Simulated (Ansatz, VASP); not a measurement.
# Sr3Bi: VASP beside Ansatz

```xyz
4
Lattice="5.6321 0.0000 0.0000 -2.8161 4.8776 0.0000 0.0000 0.0000 4.7769" Properties=species:S:1:pos:R:3 pbc="T T T"
Sr    3.9787    0.0000    2.3885
Sr   -1.9894    3.4457    2.3885
Sr    0.8267    1.4319    2.3885
Bi    0.0000    0.0000    0.0000
```

Alike in both runs: task single point; functional PBE; k mesh 6 × 6 × 4; occupations gaussian, width 0.1 eV; no spin polarisation.

|  | VASP | Ansatz |
| --- | --- | --- |
| version | VASP 6.6.1 | Ansatz 0.2.0 |
| potentials or method | VASP PAW PBE potentials, release 64 (Sr_sv, Bi_d), cutoff 520 eV | scalar-relativistic, plane waves, PAW |
| valence electrons in the cell | 45 | 45 |

Ansatz gave:

* gap on the k mesh at the Fermi level (eV): none
* pressure (GPa): 21.1
* traceless stress, the component that is largest in VASP (GPa): 1.83
* rms of the force components (eV/Å): 1.744

What did VASP give for the same quantities?

gap on the k mesh at the Fermi level (eV): none; pressure (GPa): 21.4; traceless stress, the component that is largest in VASP (GPa): 1.85; rms of the force components (eV/Å): 1.792.

Atom by atom the forces differ by 0.048 eV/Å (rms over components). A gap of «none» marks a metal or a gap that the smearing closes.

Spin-orbit coupling is off throughout.
